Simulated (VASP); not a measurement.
Wanted: the native input for a VASP 6.6.1 run.

```yaml
Task: single point
Functional: PBE
Potentials_or_basis: VASP PAW PBE potentials, release 64 (Ga_d, Te, O)
Cutoff: 520 eV
k_mesh: 4 × 4 × 4
Occupations: gaussian, width 0.1 eV
Spin: no spin polarisation
Dipole_correction: no
Further_INCAR_settings: ALGO = Normal; EDIFF = 1e-07; NBANDS = 34
```

The structure of Ga2Te3O lies in POSCAR:

```
Ga2Te3O
1.0
    2.0801894880     -5.4234374106      0.0000000000
    2.0801894880      5.4234374106      0.0000000000
    0.0000000000      0.0000000000      8.7604876005
Ga Te O
2 3 1
Direct
    0.8414799429      0.1585200571      0.0000000000
    0.1585200571      0.8414799429      0.0000000000
    0.5000000000      0.5000000000      0.1639023603
    0.5000000000      0.5000000000      0.8360976397
    0.0000000000      0.0000000000      0.5000000000
    0.5000000000      0.5000000000      0.5000000000
```

These files were run (other wordings do the same):

INCAR

```
ALGO = Normal
EDIFF = 1E-7
ENCUT = 520
GGA = PE
ISIF = 2
ISMEAR = 0
LASPH = True
LCHARG = False
LREAL = False
LWAVE = False
NBANDS = 34
NELM = 60
PREC = Accurate
SIGMA = 0.1
```

KPOINTS

```
k-points
0
Gamma
  4 4 4
```

Potentials or basis: VASP PAW PBE potentials, release 64 (Ga_d, Te, O).

Launch:

```sh
$ cat potpaw_PBE.64/Ga_d/POTCAR potpaw_PBE.64/Te/POTCAR potpaw_PBE.64/O/POTCAR > POTCAR
$ mpirun -np 1 vasp_std > vasp.out
```

Results of the run:

```
Pressure               : 0.1 GPa
Largest force          : 0.043 eV/Å
Band gap on the k mesh : zero (band 25 reaches 3.46 eV, above the bottom of band 26 at 1.94 eV)
```

Caveat: the k points lie up to 0.40 Å⁻¹ apart; spin-orbit coupling is left out, which moves the levels of the heavy elements; this functional lacks dispersion, which binds the layers, so the pressure and a relaxed spacing across them are unreliable.

Wall time 2.5 min on 1 thread of Intel(R) Xeon(R) Platinum 8488C (Sapphire Rapids) (shared host), peak memory 0.46 GiB.
